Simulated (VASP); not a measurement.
# CdS (P6_3mc) in VASP: a series of runs, part 2 of 2

VASP 6.6.1. Earlier steps stand in the parts before.

## Step 4: Single point, B3LYP

This run uses another cell than the first one, of 26.65 Å³/atom.

POSCAR

```
CdS
1.0
    4.2297761326      0.0000000000      0.0000000000
   -2.1148880663      3.6630935831      0.0000000000
    0.0000000000      0.0000000000      6.8792561228
Cd S
2 2
Direct
    0.6666666667      0.3333333333      0.4993867073
    0.3333333333      0.6666666667     -0.0006132927
    0.6666666667      0.3333333333      0.8756132927
    0.3333333333      0.6666666667      0.3756132927
```

INCAR.step1

```
  PREC = Accurate
  ENCUT = 520
  EDIFF = 1E-5
  ISMEAR = -1
  SIGMA = 0.05
  LREAL = False
  LASPH = True
  NELM = 60
  ALGO = Normal
  ISIF = 2
  LWAVE = True
  LCHARG = False
  GGA = PE
  NBANDS = 26
```

INCAR.step2

```
  PREC = Accurate
  ENCUT = 520
  EDIFF = 1E-7
  ISMEAR = -1
  SIGMA = 0.05
  LREAL = False
  LASPH = True
  NELM = 60
  ALGO = Normal
  ISIF = 2
  LWAVE = False
  LCHARG = False
  GGA = B3
  LHFCALC = True
  AEXX = 0.2
  AGGAX = 0.72
  AGGAC = 0.81
  ALDAC = 0.19
  PRECFOCK = Normal
  ISTART = 1
  NBANDS = 26
```

KPOINTS

```
regular mesh
0
Gamma
  4 4 2
```

Potentials or basis: VASP PAW PBE potentials, release 64 (Cd, S).

Run with:

```console
cat potpaw_PBE.64/Cd/POTCAR potpaw_PBE.64/S/POTCAR > POTCAR
cp INCAR.step1 INCAR
mpirun -np 1 vasp_std > vasp.out
cp INCAR.step2 INCAR
mpirun -np 1 vasp_std > vasp.out
```

OUTCAR:

```text
PREC = Accurate
   ENCUT = 520
   EDIFF = 1E-7
   ISMEAR = -1
   LREAL = False
   LASPH = True
   NELM = 60
   ISIF = 2
   GGA = B3
   LHFCALC = True
   AEXX = 0.2
   PRECFOCK = Normal
   ISTART = 1

 ion  position               nearest neighbor table
   1  0.667  0.333  0.499-   4 2.59   4 2.59   4 2.59   3 2.59
   2  0.333  0.667  0.999-   3 2.59   3 2.59   3 2.59   4 2.59
   3  0.667  0.333  0.876-   2 2.59   2 2.59   2 2.59   1 2.59
   4  0.333  0.667  0.376-   1 2.59   1 2.59   1 2.59   2 2.59

  LATTYP: Found a hexagonal cell.
 ALAT       =     4.2297761326
 C/A-ratio  =     1.6263877584

  Lattice vectors:

 A1 = (   4.2297761326,   0.0000000000,   0.0000000000)
 A2 = (  -2.1148880663,   3.6630935831,   0.0000000000)
 A3 = (   0.0000000000,   0.0000000000,   6.8792561228)

Analysis of symmetry for initial positions (statically):
=====================================================================
 Subroutine PRICEL returns:
 Original cell was already a primitive cell.

 Routine SETGRP: Setting up the symmetry group for a
 hexagonal supercell.

 Subroutine GETGRP returns: Found 12 space group operations
 (whereof  6 operations were pure point group operations)
 out of a pool of 24 trial point group operations.

The static configuration has the point symmetry C_3v.
 The point group associated with its full space group is C_6v.

Analysis of symmetry for dynamics (positions and initial velocities):
=====================================================================
 Subroutine PRICEL returns:
 Original cell was already a primitive cell.

 Routine SETGRP: Setting up the symmetry group for a
 hexagonal supercell.

 Subroutine GETGRP returns: Found 12 space group operations
 (whereof  6 operations were pure point group operations)
 out of a pool of 24 trial point group operations.

The dynamic configuration has the point symmetry C_3v.
 The point group associated with its full space group is C_6v.

 Subroutine INISYM returns: Found 12 space group operations
 (whereof  6 operations are pure point group operations),
 and found     1 'primitive' translations

----------------------------------------------------------------------------------------

                                     Primitive cell

  volume of cell :     106.5876

  direct lattice vectors                    reciprocal lattice vectors
     4.229776133  0.000000000  0.000000000     0.236419132  0.136496649  0.000000000
    -2.114888066  3.663093583  0.000000000     0.000000000  0.272993299  0.000000000
     0.000000000  0.000000000  6.879256123     0.000000000  0.000000000  0.145364554

  length of vectors
     4.229776133  4.229776133  6.879256123     0.272993299  0.272993299  0.145364554

  position of ions in fractional coordinates (direct lattice)
     0.666666667  0.333333333  0.499386707
     0.333333333  0.666666667  0.999386707
     0.666666667  0.333333333  0.875613293
     0.333333333  0.666666667  0.375613293

  ion indices of the primitive-cell ions
   primitive index   ion index
                 1           1
[... 33 lines left out ...]
  0.250000  0.000000  0.000000      6.000000
  0.500000  0.000000  0.000000      3.000000
  0.250000  0.250000  0.000000      6.000000
  0.000000  0.000000  0.500000      1.000000
  0.250000  0.000000  0.500000      6.000000
  0.500000  0.000000  0.500000      3.000000
  0.250000  0.250000  0.500000      6.000000
   k-points           NKPTS =      8   k-points in BZ     NKDIM =     32   number of bands    NBANDS=     26
   number of dos      NEDOS =    301   number of ions     NIONS =      4
   total plane-waves  NPLWV =  55296
   dimension x,y,z NGX =    32 NGY =   32 NGZ =   54
   dimension x,y,z NGXF=    64 NGYF=   64 NGZF=  108
   ions per type =               2   2
   NGX,Y,Z   is equivalent  to a cutoff of  12.58, 12.58, 13.05 a.u.
   NGXF,Y,Z  is equivalent  to a cutoff of  25.15, 25.15, 26.10 a.u.
 SYSTEM =  unknown system
   PREC   = accura    normal or accurate (medium, high low for compatibility)
   ISTART =      1    job   : 0-new  1-cont  2-samecut
   ICHARG =      0    charge: 1-file 2-atom 10-const
   ISPIN  =      1    spin polarized calculation?
   LNONCOLLINEAR =      F non collinear calculations
   LSORBIT =      F    spin-orbit coupling
   LASPH  =      T    aspherical Exc in radial PAW
   ENCUT  =  520.0 eV  38.22 Ry    6.18 a.u.   7.86  7.86 12.79*2*pi/ulx,y,z
   NELM   =     60;   NELMIN=  2; NELMDL=  0     # of ELM steps
   EDIFF  = 0.1E-06   stopping-criterion for ELM
   LREAL  =      F    real-space projection
   EDIFFG = 0.1E-05   stopping-criterion for IOM
   NSW    =      0    number of steps for IOM
   IBRION =     -1    ionic relax: 0-MD 1-quasi-New 2-CG
   NFREE  =      0    steps in history (QN), initial steepest desc. (CG)
   ISIF   =      2    stress and relaxation
   ISYM   =      3    0-nonsym 1-usesym 2-fastsym
   POTIM  = 0.5000    time-step for ionic-motion
   TEBEG  =    0.0;   TEEND  =   0.0 temperature during run
   PSTRESS=    0.0 pullay stress
   NELECT =      36.0000    total number of electrons
   NUPDOWN=      -1.0000    fix difference up-down
   EMIN   =  10.00;   EMAX   =-10.00  energy-range for DOS
   EFERMI =   0.00;   METHOD = LEGACY
   ISMEAR =    -1;   SIGMA  =   0.05  broadening in eV -4-tet -1-fermi 0-gaus
   EFERMI_NEDOS =   21; number of points for ismear=-14 and -15
   IALGO  =     38    algorithm
   IMIX   =      1    mixing-type and parameters
     AMIX     =   0.40;   BMIX     =  1.00
     AMIX_MAG =   1.60;   BMIX_MAG =  1.00
  volume/ion in A,a.u.               =      26.65       179.82
  Fermi-wavevector in a.u.,A,eV,Ry     =   1.140092  2.154462 17.684997  1.299811
  Thomas-Fermi vector in A             =   2.276795
   LORBIT       =      0    0 simple, 1 ext, 2 COOP (PROOUT), +10 PAW based schemes
   GGA     = B3    functional components
   LHFCALC =     T    Hartree Fock is set to
   PRECFOCK=normal    Normal, Fast or Accurate (Low or Medium for compatibility)
   ENCUT4O =  -1.0   cutoff for four orbital integrals eV
   NKREDX  =     1    reduce k-point grid by
   NKREDY  =     1    reduce k-point grid by
   NKREDZ  =     1    reduce k-point grid by
   AEXX    =    0.2000 exact exchange contribution
   HFSCREEN=    0.0000 screening length (either q_TF or 0.3 A-1)
   HFSCREENC=   0.0000 screening length for correlation (either q_TF or 0.3 A-1)
   ENCUTFOCK=  -1.0 apply spherical cutoff to Coloumb kernel
   IVDW    =     0    specifies the selected vdW correction
   LEPSILON=     F    determine dielectric tensor
   LRPA    =     F    only Hartree local field effects (RPA)
 non-spin polarized calculation
  energy-cutoff  :      520.00
  volume of cell :      106.59
 maximum number of plane-waves:      2886
 NGX is ok and might be reduce to    32
  NGX = 24; NGY = 24; NGZ = 40

 number of electron      36.0000000 magnetization

 Free energy of the ion-electron system (eV)
  ---------------------------------------------------
  ext. energy  EPLUGINS =         0.00000000
  ---------------------------------------------------
  free energy    TOTEN  =       -13.96138300 eV

  energy without entropy =      -13.96138300  energy(sigma->0) =      -13.96138300

 E-fermi :   1.1587     XC(G=0):  -7.0747

 val. band max:        0.0949754202   @ k =   0.0000   0.0000   0.0000
 cond. band min:       2.4614291488   @ k =   0.0000   0.0000   0.0000
 fundamental gap:      2.3664537286
 Fermi energy:         1.1586708185

 k-point     1 :       0.0000    0.0000    0.0000
  band No.  band energies     occupation
      1     -12.8401      2.00000
      2     -12.4576      2.00000
      3      -8.4092      2.00000
      4      -8.3997      2.00000
      5      -8.3997      2.00000
      6      -8.3297      2.00000
[... 221 lines left out ...]
     25       9.8917      0.00000
     26       9.8917      0.00000

------------------------ aborting loop because EDIFF is reached ----------------------------------------

  FORCE on cell =-STRESS in cart. coord.  units (eV):
  Direction    XX          YY          ZZ          XY          YZ          ZX
  --------------------------------------------------------------------------------------
  -------------------------------------------------------------------------------------
  Total        0.1371755      0.1371755      0.1414195      0.0000000      0.0000000      0.0000000
  in kB        2.0619599      2.0619599      2.1257534      0.0000000      0.0000000      0.0000000
  external PRESSURE =       2.0832244 kB  Pullay stress =       0.0000000 kB

 VOLUME and BASIS-vectors are now :
 -----------------------------------------------------------------------------
  energy-cutoff  :      520.00
  volume of cell :      106.59
      direct lattice vectors                 reciprocal lattice vectors
     4.229776133  0.000000000  0.000000000     0.236419132  0.136496649  0.000000000
    -2.114888066  3.663093583  0.000000000     0.000000000  0.272993299  0.000000000
     0.000000000  0.000000000  6.879256123     0.000000000  0.000000000  0.145364554

 POSITION                                       TOTAL-FORCE (eV/Angst)
 -----------------------------------------------------------------------------------
      2.11489      1.22103      3.43541         0.000000      0.000000      0.000560
     -0.00000      2.44206      6.87504        -0.000000     -0.000000      0.000560
      2.11489      1.22103      6.02357        -0.000000     -0.000000     -0.000560
     -0.00000      2.44206      2.58394         0.000000      0.000000     -0.000560
 -----------------------------------------------------------------------------------
    total drift:                               -0.000000     -0.000000     -0.000224

  FREE ENERGIE OF THE ION-ELECTRON SYSTEM (eV)
  ---------------------------------------------------
  free  energy   TOTEN  =       -13.9613830026 eV

  energy  without entropy=      -13.9613830025  energy(sigma->0) =      -13.96138300
```

It took 13 min on 1 thread of AMD EPYC 9R45 (Zen 5), shared host; peak memory 0.22 GiB.

What came out:

```
Free energy            : -13.9614 eV
Pressure               : 0.2 GPa
Band gap on the k mesh : 2.37 eV
```

Levels at points of the mesh, in eV from the valence-band top:
| k point | band 16 | band 17 | band 18 | band 19 | band 20 | band 21 |
| --- | --- | --- | --- | --- | --- | --- |
| (0.00, 0.00, 0.00) | -0.04 | 0.00 | 0.00 | 2.37 | 4.10 | 7.97 |
| (0.50, 0.00, 0.00) | -1.75 | -1.19 | -0.70 | 5.00 | 5.28 | 6.53 |
| (0.00, 0.00, 0.50) | -0.37 | -0.37 | -0.37 | 4.07 | 4.07 | 7.62 |
| (0.50, 0.00, 0.50) | -1.26 | -1.25 | -1.25 | 4.82 | 4.82 | 6.82 |

Caveat: the k points lie up to 0.46 Å⁻¹ apart; the PAW data sets were made with another functional, which shifts forces and pressure a little.

## Step 5: Single point, PBE, non-collinear spin, zero start, spin-orbit coupling (20.10 Å³/atom)

This run uses another cell than the first one, of 20.10 Å³/atom.

INCAR

```
PREC = Accurate
ENCUT = 500
EDIFF = 1E-6
ISMEAR = -1
SIGMA = 0.1
LREAL = F
LASPH = T
NELM = 200
ALGO = Normal
ISIF = 2
LWAVE = F
LCHARG = T
MAGMOM = 0 0 0 0 0 0 0 0 0 0 0 0
LORBIT = 11
LSORBIT = T
GGA_COMPAT = F
LORBMOM = T
GGA = PE
LVHAR = T
NBANDS = 50
```

KPOINTS

```
regular mesh
0
Gamma
  8 8 5
```

POSCAR

```
CdS
1.0
    3.8525187300      0.0000000000      0.0000000000
   -1.9262593650      3.3363790887      0.0000000000
    0.0000000000      0.0000000000      6.2540767900
Cd S
2 2
Direct
    0.6666666667      0.3333333333      0.5000000000
    0.3333333333      0.6666666667      0.0000000000
    0.6666666667      0.3333333333      0.8750000000
    0.3333333333      0.6666666667      0.3750000000
```

Potentials or basis: VASP PAW PBE potentials, release 64 (Cd, S).

Run with:

```console
cat potpaw_PBE.64/Cd/POTCAR potpaw_PBE.64/S/POTCAR > POTCAR
mpirun -np 1 vasp_ncl > vasp.out
```

OUTCAR:

```text
PREC = Accurate
   ENCUT = 500
   EDIFF = 1E-6
   ISMEAR = -1
   LREAL = F
   LASPH = T
   NELM = 200
   ISIF = 2
   LORBIT = 11
   LSORBIT = T
   GGA = PE

 ion  position               nearest neighbor table
   1  0.667  0.333  0.500-   3 2.35   4 2.36   4 2.36   4 2.36
   2  0.333  0.667  0.000-   4 2.35   3 2.36   3 2.36   3 2.36
   3  0.667  0.333  0.875-   1 2.35   2 2.36   2 2.36   2 2.36
   4  0.333  0.667  0.375-   2 2.35   1 2.36   1 2.36   1 2.36

  LATTYP: Found a hexagonal cell.
 ALAT       =     3.8525187300
 C/A-ratio  =     1.6233734936

  Lattice vectors:

 A1 = (   3.8525187300,   0.0000000000,   0.0000000000)
 A2 = (  -1.9262593650,   3.3363790887,   0.0000000000)
 A3 = (   0.0000000000,   0.0000000000,   6.2540767900)

Analysis of symmetry for initial positions (statically):
=====================================================================
 Subroutine PRICEL returns:
 Original cell was already a primitive cell.

 Routine SETGRP: Setting up the symmetry group for a
 hexagonal supercell.

 Subroutine GETGRP returns: Found 12 space group operations
[... 1505 lines left out ...]
     0.0000000     0.0000000     0.0000000     0.0000000     0.0000000     0.0000000     0.0000000
     0.0000000     0.0000000     0.0000000     0.0000000     0.0000000     0.0000000     0.0000000
     0.0000000     0.0000000     0.0000000     0.0000000     0.0000000     0.0000000     0.0000000
[... 49 lines left out ...]
 l=   2
     0.0000000     0.0000000     0.0000000     0.0000000     0.0000000
     0.0000000     0.0000000     0.0000000     0.0000000     0.0000000
     0.0000000     0.0000000     0.0000000     0.0000000     0.0000000
     0.0000000     0.0000000     0.0000000     0.0000000     0.0000000
     0.0000000     0.0000000     0.0000000     0.0000000     0.0000000
 l=   3
     0.0000000     0.0000000     0.0000000     0.0000000     0.0000000     0.0000000     0.0000000
     0.0000000     0.0000000     0.0000000     0.0000000     0.0000000     0.0000000     0.0000000
     0.0000000     0.0000000     0.0000000     0.0000000     0.0000000     0.0000000     0.0000000
     0.0000000     0.0000000     0.0000000     0.0000000     0.0000000     0.0000000     0.0000000
     0.0000000     0.0000000     0.0000000     0.0000000     0.0000000     0.0000000     0.0000000
     0.0000000     0.0000000     0.0000000     0.0000000     0.0000000     0.0000000     0.0000000
     0.0000000     0.0000000     0.0000000     0.0000000     0.0000000     0.0000000     0.0000000

 total charge

# of ion       s       p       d       tot
------------------------------------------
    1        0.481   0.484   9.576  10.540
    2        0.481   0.484   9.576  10.540
    3        1.318   2.516   0.000   3.834
    4        1.318   2.516   0.000   3.834
--------------------------------------------------
tot          3.597   6.000  19.152  28.749

 magnetization (x)

# of ion       s       p       d       tot
------------------------------------------
    1       -0.000   0.000   0.000   0.000
    2        0.000  -0.000   0.000  -0.000
    3        0.000  -0.000   0.000  -0.000
    4        0.000   0.000   0.000   0.000
--------------------------------------------------
tot         -0.000   0.000   0.000  -0.000

 magnetization (y)

# of ion       s       p       d       tot
------------------------------------------
    1        0.000   0.000  -0.000  -0.000
    2        0.000   0.000  -0.000   0.000
    3        0.000  -0.000   0.000  -0.000
    4        0.000   0.000   0.000   0.000
--------------------------------------------------
tot          0.000   0.000  -0.000  -0.000

 magnetization (z)

# of ion       s       p       d       tot
------------------------------------------
    1       -0.000   0.000   0.000   0.000
    2       -0.000   0.000   0.000   0.000
    3       -0.000   0.000   0.000   0.000
    4       -0.000  -0.000   0.000  -0.000
--------------------------------------------------
tot         -0.000   0.000   0.000   0.000
```

OSZICAR:

```text
N       E                     dE             d eps       ncg     rms          rms(c)
DAV:   1     0.278388429012E+03    0.27839E+03   -0.17604E+04  5008   0.133E+03
DAV:   2     0.469123820478E+01   -0.27370E+03   -0.26322E+03  5502   0.355E+02
DAV:   3    -0.117388572447E+02   -0.16430E+02   -0.16316E+02  5898   0.896E+01
DAV:   4    -0.119485536586E+02   -0.20970E+00   -0.20940E+00  5818   0.962E+00
DAV:   5    -0.119519528118E+02   -0.33992E-02   -0.33986E-02  5992   0.119E+00    0.188E+01
DAV:   6    -0.108644225183E+02    0.10875E+01   -0.18243E+00  6314   0.178E+01    0.135E+01
DAV:   7    -0.108702573539E+02   -0.58348E-02   -0.15670E+00  5524   0.739E+00    0.364E+00
DAV:   8    -0.108278932242E+02    0.42364E-01   -0.27805E-01  5756   0.586E+00    0.129E+00
DAV:   9    -0.108278842098E+02    0.90144E-05   -0.30378E-02  5786   0.199E+00    0.561E-01
DAV:  10    -0.108281981724E+02   -0.31396E-03   -0.11000E-03  5364   0.268E-01    0.152E-01
DAV:  11    -0.108281896858E+02    0.84867E-05   -0.63108E-04  5806   0.350E-01    0.649E-02
DAV:  12    -0.108282467517E+02   -0.57066E-04   -0.11450E-04  5340   0.742E-02    0.235E-02
DAV:  13    -0.108282587127E+02   -0.11961E-04   -0.16065E-05  5748   0.292E-02    0.151E-02
DAV:  14    -0.108282584419E+02    0.27081E-06   -0.55857E-06  5522   0.298E-02
   1 F= -.10828258E+02 E0= -.10828255E+02  d E =-.688423E-05  mag=    -0.0000    -0.0000    -0.0000
```

Run time: 6.4 min. Hardware: 1 thread of Intel Xeon Platinum 8259CL at 2.50GHz (Skylake/Cascade Lake), shared host; peak memory 0.48 GiB.

Results:

```yaml
Free_energy: -10.8283 eV
Pressure: 25.7 GPa
Largest_force: 0.119 eV/Å
Net_moment: 0.00 μB per cell
Valence_electrons_inside_the_program's_atomic_spheres: Cd 10.54; S 3.83
```

Forces in eV/Å, atoms in the order of the input:
```
Cd   0.000  0.000 -0.119
Cd   0.000  0.000 -0.119
S    0.000  0.000  0.119
S    0.000  0.000  0.119
```

Moments on the atoms (μB; x, y, z):
```
Cd  0.00 0.00 0.00
Cd  0.00 0.00 0.00
S   0.00 0.00 0.00
S   0.00 0.00 0.00
```

Caveat: the cell stands under pressure.

## Step 6: The runs side by side

```csv
level,spin,cell,k mesh,cutoff (eV),smearing,grid for exact exchange (PRECFOCK),share of exact exchange,screening parameter,gap on the mesh (eV),pressure (GPa),largest force (eV/Å)
PBE-based screened hybrid with 25 % exact exchange,off,"a = 4.150, b = 4.150, c = 6.737 Å, angles 90.0, 90.0, 120.0°, 4 atoms",4 × 4 × 2,520,fermi-dirac 0.05 eV,Normal,0.25,0.1 1/Å,2.57,1.1,0.06
PBE-based screened hybrid with 25 % exact exchange,off,"a = 4.150, b = 4.150, c = 6.737 Å, angles 90.0, 90.0, 120.0°, 4 atoms",4 × 4 × 2,520,fermi-dirac 0.05 eV,Normal,0.25,0.15 1/Å,2.39,1.2,0.06
B3LYP,off,"a = 4.230, b = 4.230, c = 6.879 Å, angles 90.0, 90.0, 120.0°, 4 atoms",4 × 4 × 2,520,fermi-dirac 0.05 eV,Normal,0.2,-,2.37,0.2,-
PBE,"non-collinear, zero start, SOC","a = 3.853, b = 3.853, c = 6.254 Å, angles 90.0, 90.0, 120.0°, 4 atoms",8 × 8 × 5,500,fermi-dirac 0.1 eV,-,-,-,-,25.7,0.12
```

Alike in all rows: task single point; potentials or basis VASP PAW PBE potentials, release 64 (Cd, S).

Caveats: some runs use coarse meshes; the PAW data sets were made with another functional, which shifts forces and pressure a little (at least some runs); the cell stands under pressure (at least some runs).

Absolute energies hang on the potentials; compare differences alone.
